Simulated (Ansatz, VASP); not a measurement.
**Si3Te in VASP and in Ansatz**

```
Si Te
1.0
     0.00000    3.29617    3.29617
     3.29617    0.00000    3.29617
     3.29617    3.29617    0.00000
Si Te
3 1
Direct
  0.50000 0.50000 0.50000
  0.25000 0.25000 0.25000
  0.75000 0.75000 0.75000
  0.00000 0.00000 0.00000
```

Change from the starting cell: species swapped into the Na3Hg type (Fm-3m, No. 225).

Alike in both runs: functional PBE; k mesh 4 × 4 × 4; occupations gaussian, width 0.1 eV; no spin polarisation.

Ansatz relaxed the structure, and its values are those at the end. VASP's run is a single point on that final structure, the one shown.

|  | VASP | Ansatz |
| --- | --- | --- |
| version | VASP 6.6.1 | Ansatz 0.2.0 |
| potentials or method | VASP PAW PBE potentials, release 64 (Si, Te), cutoff 520 eV | scalar-relativistic, plane waves, PAW |
| valence electrons in the cell | 18 | 28 |

|  | VASP | Ansatz | Ansatz less VASP |
| --- | --- | --- | --- |
| gap on the k mesh at the Fermi level (eV) | none | none | - |
| pressure (GPa) | -0.1 | -0.1 | 0.00 |

A gap of «none» marks a metal or a gap that the smearing closes. VASP's potentials hold 18 valence electrons a cell and Ansatz's 28, so a difference there can come from the potentials and not from the codes.

The k mesh is coarse, so the values compare programs but aren't converged. Spin-orbit coupling is off throughout.
